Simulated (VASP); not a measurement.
# Cu (P6_3/mmc) in VASP: notebook, part 2 of 2

VASP 6.6.1. Earlier steps stand in the parts before.

## (3) Relaxation of cell and atoms, LDA

This run uses another cell than the first one, of 11.46 Å³/atom, 1.015 times its volume.

Contents of INCAR:

```
PREC = Accurate
ENCUT = 600
EDIFF = 1E-6
ISMEAR = 1
SIGMA = 0.1
LREAL = False
LASPH = True
NELM = 60
ALGO = Normal
ISIF = 3
LWAVE = False
LCHARG = False
IBRION = 2
NSW = 80
EDIFFG = -0.01
```

Contents of KPOINTS:

```
Automatic mesh
0
Gamma
  11 11 3
```

Contents of POSCAR:

```
Cu
1.0
    2.5307640300      0.0000000000      0.0000000000
   -1.2653820150      2.1917059410      0.0000000000
    0.0000000000      0.0000000000      8.2618150800
Cu
4
Direct
    0.0000000000      0.0000000000      0.0000000000
    0.0000000000      0.0000000000      0.5000000000
    0.3333333333      0.6666666667      0.2500000000
    0.6666666667      0.3333333333      0.7500000000
```

Potentials or basis: VASP PAW LDA potentials, release 64 (Cu).

Started as:

```
$ cat potpaw_LDA.64/Cu/POTCAR > POTCAR
$ mpirun -np 1 vasp_std > vasp.out
```

OUTCAR:

```text
PREC = Accurate
   ENCUT = 600
   EDIFF = 1E-6
   ISMEAR = 1
   LREAL = False
   LASPH = True
   NELM = 60
   ISIF = 3
   IBRION = 2
   NSW = 80
   EDIFFG = -0.01

 ion  position               nearest neighbor table
   1  0.000  0.000  0.000-   3 2.53   4 2.53   4 2.53   3 2.53   4 2.53   3 2.53
   2  0.000  0.000  0.500-   3 2.53   4 2.53   4 2.53   3 2.53   4 2.53   3 2.53
   3  0.333  0.667  0.250-   1 2.53   2 2.53   1 2.53   2 2.53   1 2.53   2 2.53
   4  0.667  0.333  0.750-   1 2.53   2 2.53   1 2.53   2 2.53   1 2.53   2 2.53

  LATTYP: Found a hexagonal cell.
 ALAT       =     2.5307640300
 C/A-ratio  =     3.2645537008

  Lattice vectors:

 A1 = (   2.5307640300,   0.0000000000,   0.0000000000)
 A2 = (  -1.2653820150,   2.1917059410,   0.0000000000)
 A3 = (   0.0000000000,   0.0000000000,   8.2618150800)

Analysis of symmetry for initial positions (statically):
=====================================================================
 Subroutine PRICEL returns:
 Original cell was already a primitive cell.

 Routine SETGRP: Setting up the symmetry group for a
 hexagonal supercell.

 Subroutine GETGRP returns: Found 24 space group operations
 (whereof 12 operations were pure point group operations)
 out of a pool of 24 trial point group operations.

The static configuration has the point symmetry D_3d.
 The point group associated with its full space group is D_6h.

Analysis of symmetry for dynamics (positions and initial velocities):
=====================================================================
 Subroutine PRICEL returns:
 Original cell was already a primitive cell.

 Routine SETGRP: Setting up the symmetry group for a
 hexagonal supercell.

 Subroutine GETGRP returns: Found 24 space group operations
 (whereof 12 operations were pure point group operations)
 out of a pool of 24 trial point group operations.

The dynamic configuration has the point symmetry D_3d.
 The point group associated with its full space group is D_6h.

 Subroutine INISYM returns: Found 24 space group operations
 (whereof 12 operations are pure point group operations),
 and found     1 'primitive' translations

----------------------------------------------------------------------------------------

                                     Primitive cell

  volume of cell :      45.8257

  direct lattice vectors                    reciprocal lattice vectors
     2.530764030  0.000000000  0.000000000     0.395137590  0.228132794  0.000000000
    -1.265382015  2.191705941  0.000000000     0.000000000  0.456265588  0.000000000
     0.000000000  0.000000000  8.261815080     0.000000000  0.000000000  0.121038778

  length of vectors
     2.530764030  2.530764030  8.261815080     0.456265588  0.456265588  0.121038778

  position of ions in fractional coordinates (direct lattice)
     0.000000000  0.000000000  0.000000000
     0.000000000  0.000000000  0.500000000
     0.333333333  0.666666667  0.250000000
     0.666666667  0.333333333  0.750000000

  ion indices of the primitive-cell ions
   primitive index   ion index
                 1           1
                 2           2
                 3           3
                 4           4

----------------------------------------------------------------------------------------
[... 30 lines left out ...]
  0.272727 -0.000000  0.000000      6.000000
  0.363636 -0.000000  0.000000      6.000000
  0.454545 -0.000000  0.000000      6.000000
[... 16 lines left out ...]
  0.090909  0.090909  0.333333     12.000000
  0.181818  0.090909  0.333333     24.000000
 [... further k-points ...]
   k-points           NKPTS =     32   k-points in BZ     NKDIM =     32   number of bands    NBANDS=     26
   number of dos      NEDOS =    301   number of ions     NIONS =      4
   total plane-waves  NPLWV =  28000
   dimension x,y,z NGX =    20 NGY =   20 NGZ =   70
   dimension x,y,z NGXF=    40 NGYF=   40 NGZF=  140
   ions per type =               4
   NGX,Y,Z   is equivalent  to a cutoff of  13.14, 13.14, 14.09 a.u.
   NGXF,Y,Z  is equivalent  to a cutoff of  26.28, 26.28, 28.17 a.u.
 SYSTEM =  unknown system
   PREC   = accura    normal or accurate (medium, high low for compatibility)
   ISTART =      0    job   : 0-new  1-cont  2-samecut
   ICHARG =      2    charge: 1-file 2-atom 10-const
   ISPIN  =      1    spin polarized calculation?
   LNONCOLLINEAR =      F non collinear calculations
   LSORBIT =      F    spin-orbit coupling
   LASPH  =      T    aspherical Exc in radial PAW
   ENCUT  =  600.0 eV  44.10 Ry    6.64 a.u.   5.05  5.05 16.50*2*pi/ulx,y,z
   NELM   =     60;   NELMIN=  2; NELMDL= -5     # of ELM steps
   EDIFF  = 0.1E-05   stopping-criterion for ELM
   LREAL  =      F    real-space projection
   EDIFFG = -.1E-01   stopping-criterion for IOM
   NSW    =     80    number of steps for IOM
   IBRION =      2    ionic relax: 0-MD 1-quasi-New 2-CG
   NFREE  =      1    steps in history (QN), initial steepest desc. (CG)
   ISIF   =      3    stress and relaxation
   ISYM   =      2    0-nonsym 1-usesym 2-fastsym
   POTIM  = 0.5000    time-step for ionic-motion
   TEBEG  =    0.0;   TEEND  =   0.0 temperature during run
   PSTRESS=    0.0 pullay stress
   NELECT =      44.0000    total number of electrons
   NUPDOWN=      -1.0000    fix difference up-down
   EMIN   =  10.00;   EMAX   =-10.00  energy-range for DOS
   EFERMI =   0.00;   METHOD = LEGACY
   ISMEAR =     1;   SIGMA  =   0.10  broadening in eV -4-tet -1-fermi 0-gaus
   EFERMI_NEDOS =   21; number of points for ismear=-14 and -15
   IALGO  =     38    algorithm
   IMIX   =      4    mixing-type and parameters
     AMIX     =   0.40;   BMIX     =  1.00
     AMIX_MAG =   1.60;   BMIX_MAG =  1.00
  volume/ion in A,a.u.               =      11.46        77.31
  Fermi-wavevector in a.u.,A,eV,Ry     =   1.615062  3.052025 35.489789  2.608426
  Thomas-Fermi vector in A             =   2.709870
   LORBIT       =      0    0 simple, 1 ext, 2 COOP (PROOUT), +10 PAW based schemes
   GGA     = CA    functional components
   LHFCALC =     F    Hartree Fock is set to
   AEXX    =    0.0000 exact exchange contribution
   IVDW    =     0    specifies the selected vdW correction
   LEPSILON=     F    determine dielectric tensor
   LRPA    =     F    only Hartree local field effects (RPA)
 conjugate gradient relaxation of ions
 non-spin polarized calculation
 Methfessel and Paxton  Order N= 1 SIGMA  =   0.10
  energy-cutoff  :      600.00
  volume of cell :       45.83
 maximum number of plane-waves:      1546
   NGX = 11   NGY = 11   NGZ = 33

--------------------------------------- Ionic step        1  -------------------------------------------

 number of electron      44.0000004 magnetization

 Free energy of the ion-electron system (eV)
  ---------------------------------------------------
  ext. energy  EPLUGINS =         0.00000000
  ---------------------------------------------------
  free energy    TOTEN  =       -18.75854056 eV

  energy without entropy =      -18.75854035  energy(sigma->0) =      -18.75854049

------------------------ aborting loop because EDIFF is reached ----------------------------------------

  FORCE on cell =-STRESS in cart. coord.  units (eV):
  Direction    XX          YY          ZZ          XY          YZ          ZX
  --------------------------------------------------------------------------------------
  -------------------------------------------------------------------------------------
  Total       -2.3364938     -2.3364938     -1.8645649      0.0000000      0.0000000      0.0000000
  in kB      -81.6894176    -81.6894176    -65.1896534      0.0000000      0.0000000      0.0000000
  external PRESSURE =     -76.1894962 kB  Pullay stress =       0.0000000 kB
[... 177 lines left out ...]
--------------------------------------- Ionic step        6  -------------------------------------------

 number of electron      44.0000018 magnetization

 Free energy of the ion-electron system (eV)
  ---------------------------------------------------
  ext. energy  EPLUGINS =         0.00000000
  ---------------------------------------------------
  free energy    TOTEN  =       -18.81469472 eV

  energy without entropy =      -18.81507446  energy(sigma->0) =      -18.81482130

 E-fermi :   8.4382     XC(G=0): -13.5646

 val. band max:        8.4315206329   @ k =   0.2727   0.1818   0.0000
 cond. band min:       8.4934959402   @ k =   0.2727   0.1818   0.0000
 fundamental gap:      0.0619753073
 Fermi energy:         8.4381969571

 k-point     1 :       0.0000    0.0000    0.0000
  band No.  band energies     occupation
      1      -1.6024      2.00000
      2       0.6048      2.00000
      3       0.6054      2.00000
      4       2.7525      2.00000
      5       4.7213      2.00000
      6       4.7273      2.00000
[... 685 lines left out ...]
     25      15.2787      0.00000
     26      18.7523      0.00000

 [... further k-points ...]
[... 5 lines left out ...]
  --------------------------------------------------------------------------------------
  -------------------------------------------------------------------------------------
  Total       -0.0352985     -0.0352985     -0.0286773      0.0000000      0.0000000      0.0000000
  in kB       -1.2939493     -1.2939493     -1.0512334      0.0000000      0.0000000      0.0000000
  external PRESSURE =      -1.2130440 kB  Pullay stress =       0.0000000 kB
[... 19 lines left out ...]
  FREE ENERGIE OF THE ION-ELECTRON SYSTEM (eV)
  ---------------------------------------------------
  free  energy   TOTEN  =       -18.8146947198 eV

  energy  without entropy=      -18.8150744637  energy(sigma->0) =      -18.81482130

 reached required accuracy - stopping structural energy minimisation
```

OSZICAR:

```text
N       E                     dE             d eps       ncg     rms          rms(c)
DAV:   1     0.347157114881E+03    0.34716E+03   -0.22285E+04  1712   0.346E+03
DAV:   2     0.662694310519E+01   -0.34053E+03   -0.33473E+03  1664   0.456E+02
DAV:   3    -0.221017489964E+02   -0.28729E+02   -0.27401E+02  1784   0.199E+02
[... 53 lines left out ...]
DAV:   1    -0.188148030276E+02   -0.12275E-03   -0.34011E-03  2024   0.516E-01    0.677E-02
DAV:   2    -0.188147318238E+02    0.71204E-04   -0.10129E-04  2162   0.237E-01    0.398E-02
DAV:   3    -0.188146971469E+02    0.34677E-04   -0.53841E-05  3024   0.148E-01    0.128E-02
DAV:   4    -0.188146946671E+02    0.24798E-05   -0.13670E-05  2094   0.687E-02    0.195E-03
DAV:   5    -0.188146947198E+02   -0.52717E-07   -0.10380E-06   954   0.214E-02
   6 F= -.18814695E+02 E0= -.18814821E+02  d E =-.264447E-03
```

It took 2.2 min on 1 thread of AMD EPYC 7R13 (Zen 3), shared host; peak memory 0.14 GiB.

Results:

- Free energy: -18.8147 eV
- Relaxed volume: 10.93 Å³/atom
- Relaxed cell: a = 2.486 Å, b = 2.486 Å, c = 8.169 Å, α = 90.00°, β = 90.00°, γ = 120.00°
- Space group after relaxing (to 0.05 Å): P6_3/mmc (No. 194)
- Energy gained by relaxing: 14.0 meV/atom
- Ionic steps: 6
- Pressure after relaxing: -0.1 GPa
- Band gap on the k mesh: zero (band 22 reaches 11.18 eV, above the bottom of band 23 at 6.49 eV)

The path:
| step | energy change (eV) | largest force (eV/Å) | pressure (GPa) | volume (Å³) |
| --- | --- | --- | --- | --- |
| 1 | 0.0000 | 0.0000 | -7.62 | 45.83 |
| 2 | -0.0296 | 0.0000 | 6.52 | 42.31 |
| 3 | -0.0559 | 0.0000 | 0.09 | 43.66 |
| 4 | -0.0559 | 0.0000 | -0.11 | 43.70 |
| 5 | -0.0561 | 0.0000 | -0.16 | 43.71 |
| 6 | -0.0562 | 0.0000 | -0.12 | 43.71 |

Final structure:
```
Cu
1.0
     2.48557    0.00000    0.00000
    -1.24278    2.15256    0.00000
     0.00000    0.00000    8.16898
Cu
4
Direct
  0.00000 0.00000 0.00000
  0.00000 0.00000 0.50000
  0.33333 0.66667 0.25000
  0.66667 0.33333 0.75000
```

Levels at points of the mesh, in eV from the Fermi level:
| k point | band 20 | band 21 | band 22 | band 23 | band 24 | band 25 |
| --- | --- | --- | --- | --- | --- | --- |
| (0.00, 0.00, 0.00) | -2.20 | -2.20 | -1.88 | -1.88 | -1.35 | 3.95 |

## (4) Relaxation of cell and atoms, PBEsol+D3(BJ)

This run uses another cell than the first one, of 11.46 Å³/atom, 1.015 times its volume.

Contents of INCAR:

```
SYSTEM = Cu
PREC = Accurate
ENCUT = 600
EDIFF = 1E-6
ISMEAR = 1
SIGMA = 0.1
LREAL = .False.
LASPH = .True.
NELM = 60
ALGO = Normal
ISIF = 3
LWAVE = .False.
LCHARG = .False.
GGA = PS
IVDW = 12
IBRION = 2
NSW = 80
EDIFFG = -0.01
```

Contents of KPOINTS:

```
regular mesh
0
Gamma
  11 11 3
  0 0 0
```

POSCAR is that of step 3.

Potentials or basis: VASP PAW PBE potentials, release 64 (Cu).

Started as:

```
$ cat potpaw_PBE.64/Cu/POTCAR > POTCAR
$ mpirun -np 1 vasp_std > vasp.out
```

Run time: 2.5 min. Hardware: 1 thread of AMD EPYC 7R13 (Zen 3), shared host; peak memory 0.17 GiB.

The run converged. Its results:

```yaml
Free_energy: -19.4514 eV
Relaxed_volume: 10.85 Å³/atom
Relaxed_cell: a = 2.480 Å, b = 2.480 Å, c = 8.146 Å, α = 90.00°, β = 90.00°, γ = 120.00°
Space_group_after_relaxing_to_0.05_Å: P6_3/mmc (No. 194)
Energy_gained_by_relaxing: 19.1 meV/atom
Ionic_steps: 6
Pressure_after_relaxing: -0.1 GPa
Band_gap_on_the_k_mesh: zero (band 22 reaches 11.34 eV, above the bottom of band 23 at 6.67 eV)
Dispersion_energy_per_atom: -0.571 eV
```

Step by step:
```csv
step,energy change (eV),largest force (eV/Å),pressure (GPa),volume (Å³)
1,0.0000,0.0000,-8.98,45.83
2,-0.0364,0.0000,8.07,41.70
3,-0.0761,0.0000,0.09,43.33
4,-0.0760,0.0000,-0.20,43.38
5,-0.0763,0.0000,-0.25,43.38
6,-0.0763,0.0000,-0.13,43.38
```

Final structure:
```cif
data_structure
_symmetry_space_group_name_H-M 'P 1'
_symmetry_Int_Tables_number 1
_cell_length_a 2.4798
_cell_length_b 2.4798
_cell_length_c 8.1461
_cell_angle_alpha 90.000
_cell_angle_beta 90.000
_cell_angle_gamma 120.000
_cell_volume 43.38
loop_
_atom_site_label
_atom_site_type_symbol
_atom_site_fract_x
_atom_site_fract_y
_atom_site_fract_z
_atom_site_occupancy
Cu1 Cu 0.00000 0.00000 0.00000 1
Cu2 Cu 0.00000 0.00000 0.50000 1
Cu3 Cu 0.33333 0.66667 0.25000 1
Cu4 Cu 0.66667 0.33333 0.75000 1
```

Levels at points of the mesh, in eV from the Fermi level:
```csv
k point,band 19,band 20,band 21,band 22,band 23,band 24,band 25,band 26
"(0.00, 0.00, 0.00)",-2.35,-2.17,-2.17,-1.85,-1.85,-1.43,4.01,12.91
```

Caveat: the PAW data sets were made with another functional, which shifts forces and pressure a little; pairwise dispersion overbinds metals, which lowers pressure and volume.

## (5) Summary

| task | level | potentials or basis | cell | cutoff (eV) | gap on the mesh (eV) | pressure (GPa) | relaxed volume (Å³/atom) |
| --- | --- | --- | --- | --- | --- | --- | --- |
| single point | PBEsol | VASP PAW PBE potentials, release 64 (Cu) | a = 2.513, b = 2.513, c = 8.259 Å, angles 90.0, 90.0, 120.0°, 4 atoms | 520 | none | 0.9 | - |
| relaxation of cell and atoms | LDA | VASP PAW LDA potentials, release 64 (Cu) | relaxed from a = 2.531, b = 2.531, c = 8.262 Å, angles 90.0, 90.0, 120.0°, 4 atoms | 600 | none | -0.1 | 10.93 |
| relaxation of cell and atoms | PBEsol+D3(BJ) | VASP PAW PBE potentials, release 64 (Cu) | relaxed from a = 2.531, b = 2.531, c = 8.262 Å, angles 90.0, 90.0, 120.0°, 4 atoms | 600 | none | -0.1 | 10.85 |

Alike in all rows: no spin polarisation; k mesh 11 × 11 × 3; smearing methfessel-paxton 0.1 eV.

Caveats: the PAW data sets were made with another functional, which shifts forces and pressure a little (some runs); pairwise dispersion overbinds metals, which lowers pressure and volume (some runs).

Absolute energies hang on the potentials; compare differences alone.
